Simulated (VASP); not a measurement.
The system is Ir.

```
Ir
1.0
     2.69480    0.00000    0.00000
    -1.34740    2.33376    0.00000
     0.00000    0.00000    4.39131
Ir
2
Direct
  0.66667 0.33333 0.75000
  0.33333 0.66667 0.25000
```

Base run:

```yaml
Program: VASP 6.6.1
Functional: PBEsol
Dispersion: D3(BJ)
Potentials_or_basis: VASP PAW PBE potentials, release 64 (Ir_sv_GW)
Cutoff: 500 eV
k_mesh: 12 × 12 × 7
Occupations: fermi-dirac, width 0.01 eV
Spin: no spin polarisation
```

Its results: band gap on the k mesh zero (band 17 reaches 14.36 eV, above the bottom of band 18 at 10.87 eV); pressure -3.2 GPa.

Task: The run is repeated on the same cell with these changes: potentials or basis from VASP PAW PBE potentials, release 64 (Ir_sv_GW) to VASP PAW PBE potentials, release 64 (Ir); cutoff from 500 eV to 520 eV; further incar settings from ALGO = Normal; EDIFF = 1e-06; NBANDS = 24 to ALGO = Normal; EDIFF = 1e-07; NBANDS = 16; valence electrons from 34 to 18. What comes out?

Result: Band gap on the k mesh zero (band 9 reaches 11.81 eV, above the bottom of band 10 at 8.33 eV); pressure 1.2 GPa.

Caveats: the PAW data sets were made with another functional, which shifts forces and pressure a little; spin-orbit coupling is left out, which moves the levels of the heavy elements; pairwise dispersion overbinds metals, which lowers pressure and volume.
